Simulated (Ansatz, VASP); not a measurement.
**One calculation of TaS2, two programs**

Contents of INCAR:

```
PREC = Accurate ; ENCUT = 400
EDIFF = 1E-8 ; ISMEAR = -1
SIGMA = 0.03 ; LREAL = False
LASPH = True ; NELM = 120
ALGO = Normal ; ISIF = 2
LWAVE = False ; LCHARG = False
GGA = PE ; LEFG = True
NBANDS = 18 ; GGA_COMPAT = False
```

File KPOINTS:

```
regular mesh
0
Gamma
  9 9 5
```

POSCAR

```
TaS2
1.0
    3.3940861513      0.0000000000      0.0000000000
   -1.6970430756      2.9393648297      0.0000000000
    0.0000000000      0.0000000000      5.9371141064
Ta S
1 2
Direct
    0.0000000000      0.0000000000      0.0000000000
    0.3333333333      0.6666666667      0.2500000000
    0.6666666667      0.3333333333      0.7500000000
```

Input for Ansatz:

```yaml
crystal:
  lattice:
    - [3.3940861513, 0.0, 0.0]
    - [-1.6970430756, 2.9393648297, 0.0]
    - [0.0, 0.0, 5.9371141064]
  atoms:
    - { symbol: Ta, position: [0.0, 0.0, 0.0] }
    - { symbol: S, position: [0.3333333333, 0.6666666667, 0.25] }
    - { symbol: S, position: [0.6666666667, 0.3333333333, 0.75] }
kpoints:
  mp_grid: { grid: [9, 9, 5] }
scf:
  occupations: { method: fermi_dirac, width: 0.03 }
hamiltonian:
  xc: pbe
  pseudopotentials: { kind: all_electron, datasets: crystal }
output:
  forces: true
  stress: true
  eigenvalues: true
  efg: { contact_densities: true }
```

Change from the starting cell: volume scaled by 1.04, crystal datasets.

Alike in both runs: task electric field gradients; functional PBE; k mesh 9 × 9 × 5; occupations fermi-dirac, width 0.03 eV; no spin polarisation.

|  | VASP | Ansatz |
| --- | --- | --- |
| version | VASP 6.6.1 | Ansatz 0.2.0 |
| potentials or method | VASP PAW PBE potentials, release 64 (Ta_pv, S), cutoff 400 eV | all-electron PAW with datasets made for the crystal, scalar-relativistic |

Ansatz gave:

- pressure (GPa): 3.4
- traceless stress, the component that is largest in VASP (GPa): 3.15
- rms of the force components (eV/Å): 0.278
- size of Vzz on the site where it differs most (V/Å²): 161.0

Task: What did VASP give for the same quantities?

Result: Pressure (GPa): 3.3; traceless stress, the component that is largest in VASP (GPa): 3.21; rms of the force components (eV/Å): 0.281; size of Vzz on the site where it differs most (V/Å²): 129.0.

Atom by atom the forces differ by 0.004 eV/Å (rms over components). Ansatz ran all-electron here, and VASP with PAW potentials.

Spin-orbit coupling is off throughout.
